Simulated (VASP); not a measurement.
Wanted: the native input for a VASP 6.6.1 run.

* Task: single point
* Functional: PBEsol
* Potentials or basis: VASP PAW PBE potentials, release 64 (Cd, Te)
* Cutoff: 520 eV
* k mesh: 10 × 10 × 10
* Occupations: fermi-dirac, width 0.1 eV
* Spin: no spin polarisation
* Dipole correction: no
* Further INCAR settings: ALGO = Normal; EDIFF = 1e-06; NBANDS = 16

The structure of CdTe lies in POSCAR:

```
CdTe
1.0
    3.2447046410      3.2447046410      0.0000000000
   -3.2447046410      3.2447046410      0.0000000000
    0.0000000000      3.2447046410      3.2447046410
Cd Te
1 1
Direct
    0.0000000000      0.0000000000      0.0000000000
    0.7500000000      0.2500000000      0.5000000000
```

One way to write it, as run:

INCAR

```
SYSTEM = CdTe
PREC = Accurate
ENCUT = 520
EDIFF = 1E-6
ISMEAR = -1
SIGMA = 0.1
LREAL = .False.
LASPH = .True.
NELM = 100
ALGO = Normal
ISIF = 2
LWAVE = .False.
LCHARG = .False.
GGA = PS
NBANDS = 16
```

KPOINTS

```
regular mesh
0
Gamma
  10 10 10
  0 0 0
```

Potentials or basis: VASP PAW PBE potentials, release 64 (Cd, Te).

Launch:

```sh
$ cat potpaw_PBE.64/Cd/POTCAR potpaw_PBE.64/Te/POTCAR > POTCAR
$ mpirun -np 1 vasp_std > vasp.out
```

It gave:

The pressure is 0.2 GPa. The band gap on the k mesh is 0.65 eV.

Caveat: the PAW data sets were made with another functional, which shifts forces and pressure a little; spin-orbit coupling is left out, which moves the levels of the heavy elements.

It took 38 s on 1 thread of Intel(R) Xeon(R) Platinum 8375C CPU @ 2.90GHz (Ice Lake), on a shared host, peak memory 0.23 GiB.
